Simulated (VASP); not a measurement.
Wanted: the native input for a VASP 6.6.1 run.

| Item | Value |
| --- | --- |
| Task | single point |
| Functional | PBE |
| Dispersion | D3(BJ) |
| Potentials or basis | VASP PAW PBE potentials, release 64 (C, O) |
| Cutoff | 520 eV |
| k mesh | 12 × 12 × 1 |
| Occupations | gaussian, width 0.1 eV |
| Spin | no spin polarisation |
| Dipole correction | yes |
| Further INCAR settings | ALGO = Normal; EDIFF = 1e-06; NBANDS = 29 |

The structure of C8O lies in POSCAR:

```
C8O
1.0
    2.4649796670      0.0000000000      0.0000000000
   -1.2324898335      2.1347350114      0.0000000000
    0.0000000000      0.0000000000     29.1076495408
C O
8 1
Direct
    0.0000000000      0.0000000000      0.2920194646
    0.6666666666      0.3333333333      0.2920194566
    0.0000000000      0.0000000000      0.4077696707
    0.3333333334      0.6666666667      0.4077696627
   -0.0814785952     -0.1629571905      0.5234817323
    0.5853215504      0.1706431008      0.5234932055
    0.0706981561      0.1413963121      0.6355290282
    0.4001652563      0.8003305126      0.6355131905
    0.2354186730      0.4708373460      0.6782801931
```

One way to write it, as run:

INCAR

```
SYSTEM = C8O
PREC = Accurate
ENCUT = 520
EDIFF = 1E-6
ISMEAR = 0
SIGMA = 0.1
LREAL = .False.
LASPH = .True.
NELM = 60
ALGO = Normal
ISIF = 2
LWAVE = .False.
LCHARG = .False.
LDIPOL = .True.
IDIPOL = 3
DIPOL = 0.5 0.5 0.488
GGA = PE
IVDW = 12
NBANDS = 29
```

KPOINTS

```
Automatic mesh
0
Gamma
  12 12 1
  0 0 0
```

Potentials or basis: VASP PAW PBE potentials, release 64 (C, O).

Run with:

```sh
$ cat potpaw_PBE.64/C/POTCAR potpaw_PBE.64/O/POTCAR > POTCAR
$ mpirun -np 1 vasp_std > vasp.out
```

It gave:

- Largest force: 0.430 eV/Å
- Dispersion energy per atom: -0.132 eV

Run time: 2.6 min on 1 thread of Intel(R) Xeon(R) 6975P-C (Granite Rapids), with other jobs on the host, peak memory 0.33 GiB.
